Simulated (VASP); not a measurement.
# MgS (Niningerite) (Fm-3m) in VASP: notebook

The runs below take MgS (Niningerite) through single point, with r2SCAN.

All numbers are computed with VASP 6.6.1; they aren't measurements. Logs are shortened: lines on timing, memory, paths and dates and some standing lists are left out, and cuts for length are marked.

**1. The cell of the first run**

The structure is cubic, space group Fm-3m (No. 225). Conventional cell: a = 5.133 Å, b = 5.133 Å, c = 5.133 Å, α = 90.00°, β = 90.00°, γ = 90.00°. Mg (site symmetry m-3m) has 6 S at 2.57 Å within 3.4 Å. S (site symmetry m-3m) has 6 Mg at 2.57 Å within 3.4 Å.

**2. Single point, r2SCAN**

Input file POSCAR:

```
MgS
1.0
    0.0000000000      2.5664882573      2.5664882573
    2.5664882573      0.0000000000      2.5664882573
    2.5664882573      2.5664882573      0.0000000000
Mg S
1 1
Direct
    0.0000000000      0.0000000000      0.0000000000
    0.5000000000      0.5000000000      0.5000000000
```

Input file INCAR.step1:

```
SYSTEM = MgS
PREC     = Accurate       ! precision mode
ENCUT    = 520            ! plane-wave cutoff, eV
ISMEAR   = 0              ! smearing method
SIGMA    = 0.01           ! smearing width, eV
LREAL    = .FALSE.        ! projectors in reciprocal space
LASPH    = .TRUE.         ! aspherical terms in the spheres
NELM     = 80             ! most SCF steps
NBANDS   = 11             ! bands
GGA      = PE             ! functional
ALGO     = Normal         ! electronic algorithm
EDIFF    = 1E-4           ! SCF threshold, eV
LWAVE    = .TRUE.         ! write WAVECAR
LCHARG   = .FALSE.        ! write CHGCAR
```

Input file INCAR.step2:

```
SYSTEM = MgS
PREC     = Accurate       ! precision mode
ENCUT    = 520            ! plane-wave cutoff, eV
EDIFF    = 1E-6           ! SCF threshold, eV
ISMEAR   = 0              ! smearing method
SIGMA    = 0.01           ! smearing width, eV
LREAL    = .FALSE.        ! projectors in reciprocal space
LASPH    = .TRUE.         ! aspherical terms in the spheres
NELM     = 80             ! most SCF steps
ALGO     = Normal         ! electronic algorithm
ISIF     = 2              ! what is computed and relaxed
LWAVE    = .FALSE.        ! write WAVECAR
LCHARG   = .FALSE.        ! write CHGCAR
METAGGA  = R2SCAN         ! meta-GGA
LMIXTAU  = .TRUE.       
NBANDS   = 11             ! bands
ISTART   = 1
```

Input file KPOINTS:

```
regular mesh
0
G
  6 6 6
  0 0 0
```

Potentials or basis: VASP PAW PBE potentials, release 64 (Mg, S).

Command:

```console
$ cat potpaw_PBE.64/Mg/POTCAR potpaw_PBE.64/S/POTCAR > POTCAR
$ cp INCAR.step1 INCAR
$ mpirun -np 1 vasp_std > vasp.out
$ cp INCAR.step2 INCAR
$ mpirun -np 1 vasp_std > vasp.out
```

OUTCAR:

```text
SYSTEM = MgS
   PREC = Accurate
   ENCUT = 520
   EDIFF = 1E-6
   ISMEAR = 0
   LREAL = .FALSE.
   LASPH = .TRUE.
   NELM = 80
   ISIF = 2
   METAGGA = R2SCAN
   ISTART = 1

 ion  position               nearest neighbor table
   1  0.000  0.000  0.000-   2 2.57   2 2.57   2 2.57   2 2.57   2 2.57   2 2.57
   2  0.500  0.500  0.500-   1 2.57   1 2.57   1 2.57   1 2.57   1 2.57   1 2.57

  LATTYP: Found a face centered cubic cell.
 ALAT       =     5.1329765146

  Lattice vectors:

 A1 = (   0.0000000000,   2.5664882573,   2.5664882573)
 A2 = (   2.5664882573,   0.0000000000,   2.5664882573)
 A3 = (   2.5664882573,   2.5664882573,   0.0000000000)

Analysis of symmetry for initial positions (statically):
=====================================================================
 Subroutine PRICEL returns:
 Original cell was already a primitive cell.

 Routine SETGRP: Setting up the symmetry group for a
 face centered cubic supercell.

 Subroutine GETGRP returns: Found 48 space group operations
 (whereof 48 operations were pure point group operations)
 out of a pool of 48 trial point group operations.

The static configuration has the point symmetry O_h .

Analysis of symmetry for dynamics (positions and initial velocities):
=====================================================================
 Subroutine PRICEL returns:
 Original cell was already a primitive cell.

 Routine SETGRP: Setting up the symmetry group for a
 face centered cubic supercell.

 Subroutine GETGRP returns: Found 48 space group operations
 (whereof 48 operations were pure point group operations)
 out of a pool of 48 trial point group operations.

The dynamic configuration has the point symmetry O_h .

 Subroutine INISYM returns: Found 48 space group operations
 (whereof 48 operations are pure point group operations),
 and found     1 'primitive' translations

----------------------------------------------------------------------------------------

                                     Primitive cell

  volume of cell :      33.8102

  direct lattice vectors                    reciprocal lattice vectors
     0.000000000  2.566488257  2.566488257    -0.194818737  0.194818737  0.194818737
     2.566488257  0.000000000  2.566488257     0.194818737 -0.194818737  0.194818737
     2.566488257  2.566488257  0.000000000     0.194818737  0.194818737 -0.194818737

  length of vectors
     3.629562501  3.629562501  3.629562501     0.337435950  0.337435950  0.337435950

[... 78 lines left out ...]
   ISYM   =      2    0-nonsym 1-usesym 2-fastsym
   POTIM  = 0.5000    time-step for ionic-motion
   TEBEG  =    0.0;   TEEND  =   0.0 temperature during run
   PSTRESS=    0.0 pullay stress
   NELECT =       8.0000    total number of electrons
   NUPDOWN=      -1.0000    fix difference up-down
   EMIN   =  10.00;   EMAX   =-10.00  energy-range for DOS
   EFERMI =   0.00;   METHOD = LEGACY
   ISMEAR =     0;   SIGMA  =   0.01  broadening in eV -4-tet -1-fermi 0-gaus
   EFERMI_NEDOS =   21; number of points for ismear=-14 and -15
   IALGO  =     38    algorithm
   IMIX   =      4    mixing-type and parameters
     AMIX     =   0.40;   BMIX     =  1.00
     AMIX_MAG =   1.60;   BMIX_MAG =  1.00
  volume/ion in A,a.u.               =      16.91       114.08
  Fermi-wavevector in a.u.,A,eV,Ry     =   1.012563  1.913467 13.949844  1.025285
  Thomas-Fermi vector in A             =   2.145680
   LORBIT       =      0    0 simple, 1 ext, 2 COOP (PROOUT), +10 PAW based schemes
   METAGGA = R2SCAN    functional components
   LHFCALC =     F    Hartree Fock is set to
   AEXX    =    0.0000 exact exchange contribution
   IVDW    =     0    specifies the selected vdW correction
   LEPSILON=     F    determine dielectric tensor
   LRPA    =     F    only Hartree local field effects (RPA)
 non-spin polarized calculation
 Gauss-broadening in eV      SIGMA  =   0.01
  energy-cutoff  :      520.00
  volume of cell :       33.81
 maximum number of plane-waves:       941
   NGX = 13   NGY = 13   NGZ = 13

 number of electron       7.9999998 magnetization

 Free energy of the ion-electron system (eV)
  ---------------------------------------------------
  ext. energy  EPLUGINS =         0.00000000
  ---------------------------------------------------
  free energy    TOTEN  =       -15.49737749 eV

  energy without entropy =      -15.49737749  energy(sigma->0) =      -15.49737749

 E-fermi :   3.9279     XC(G=0): -10.2714

 val. band max:        3.8662141027   @ k =   0.0000   0.0000   0.0000
 cond. band min:       7.3859693806   @ k =   0.5000   0.5000   0.0000
 fundamental gap:      3.5197552779
 Fermi energy:         3.9279417535

 k-point     1 :       0.0000    0.0000    0.0000
  band No.  band energies     occupation
      1      -9.5623      2.00000
      2       3.8662      2.00000
      3       3.8662      2.00000
      4       3.8662      2.00000
      5       8.8336      0.00000
      6      12.3642      0.00000
      7      12.3642      0.00000
      8      12.3642      0.00000
      9      14.8521      0.00000
     10      14.8521      0.00000
     11      17.5204      0.00000
[... 197 lines left out ...]
 k-point    16 :      -0.3333    0.5000    0.1667
  band No.  band energies     occupation
      1      -7.6657      2.00000
      2      -0.1563      2.00000
      3       1.0909      2.00000
      4       1.5399      2.00000
      5       9.0521      0.00000
      6      10.6418      0.00000
      7      13.9821      0.00000
      8      14.6469      0.00000
      9      19.2870      0.00000
     10      20.4143      0.00000
     11      20.6785      0.00000

------------------------ aborting loop because EDIFF is reached ----------------------------------------

  FORCE on cell =-STRESS in cart. coord.  units (eV):
  Direction    XX          YY          ZZ          XY          YZ          ZX
  --------------------------------------------------------------------------------------
  -------------------------------------------------------------------------------------
  Total        0.6447297      0.6447297      0.6447297      0.0000000      0.0000000      0.0000000
  in kB       30.5520543     30.5520543     30.5520543      0.0000000      0.0000000      0.0000000
  external PRESSURE =      30.5520543 kB  Pullay stress =       0.0000000 kB

 VOLUME and BASIS-vectors are now :
 -----------------------------------------------------------------------------
  energy-cutoff  :      520.00
  volume of cell :       33.81
      direct lattice vectors                 reciprocal lattice vectors
     0.000000000  2.566488257  2.566488257    -0.194818737  0.194818737  0.194818737
     2.566488257  0.000000000  2.566488257     0.194818737 -0.194818737  0.194818737
     2.566488257  2.566488257  0.000000000     0.194818737  0.194818737 -0.194818737

 POSITION                                       TOTAL-FORCE (eV/Angst)
 -----------------------------------------------------------------------------------
      0.00000      0.00000      0.00000        -0.000000      0.000000     -0.000000
      2.56649      2.56649      2.56649         0.000000     -0.000000      0.000000
 -----------------------------------------------------------------------------------
    total drift:                                0.000000      0.000000      0.000000

  FREE ENERGIE OF THE ION-ELECTRON SYSTEM (eV)
  ---------------------------------------------------
  free  energy   TOTEN  =       -15.4973774870 eV

  energy  without entropy=      -15.4973774870  energy(sigma->0) =      -15.49737749
```

OSZICAR.step1:

```text
N       E                     dE             d eps       ncg     rms          rms(c)
DAV:   1     0.232250584827E+02    0.23225E+02   -0.38973E+03   368   0.603E+02
DAV:   2    -0.735478404337E+01   -0.30580E+02   -0.29111E+02   457   0.103E+02
DAV:   3    -0.885888348802E+01   -0.15041E+01   -0.15012E+01   427   0.234E+01
DAV:   4    -0.886805591029E+01   -0.91724E-02   -0.91716E-02   430   0.222E+00
DAV:   5    -0.886812844375E+01   -0.72533E-04   -0.72532E-04   438   0.191E-01    0.460E+00
DAV:   6    -0.851633763716E+01    0.35179E+00   -0.73586E-01   394   0.345E+00    0.362E+00
DAV:   7    -0.847619210370E+01    0.40146E-01   -0.21624E-01   415   0.204E+00    0.234E+00
DAV:   8    -0.847655952384E+01   -0.36742E-03   -0.13517E-02   370   0.708E-01    0.984E-01
DAV:   9    -0.847633774465E+01    0.22178E-03   -0.63588E-04   412   0.151E-01    0.335E-01
DAV:  10    -0.847635518364E+01   -0.17439E-04   -0.18002E-04   235   0.636E-02
   1 F= -.84763552E+01 E0= -.84763552E+01  d E =-.135639E-43
```

It took 18 s on 1 thread of Intel Xeon 6975P-C (Granite Rapids), shared host; peak memory 0.16 GiB.

What came out:

| Property | Result |
| --- | --- |
| Free energy | -15.4974 eV |
| Pressure | 3.1 GPa |
| Band gap on the k mesh | 3.52 eV, indirect (least direct gap 4.97 eV) |

Levels at points of the mesh, in eV from the valence-band top:
| k point | band 2 | band 3 | band 4 | band 5 | band 6 | band 7 |
| --- | --- | --- | --- | --- | --- | --- |
| (0.00, 0.00, 0.00) | 0.00 | 0.00 | 0.00 | 4.97 | 8.50 | 8.50 |
| (0.50, 0.00, 0.00) | -5.10 | -0.67 | -0.67 | 5.28 | 7.55 | 7.55 |
| (0.50, 0.50, 0.00) | -4.50 | -1.82 | -1.82 | 3.52 | 4.79 | 13.58 |

Caveat: the PAW data sets were made with another functional, which shifts forces and pressure a little.

[end of part 1 of 2]
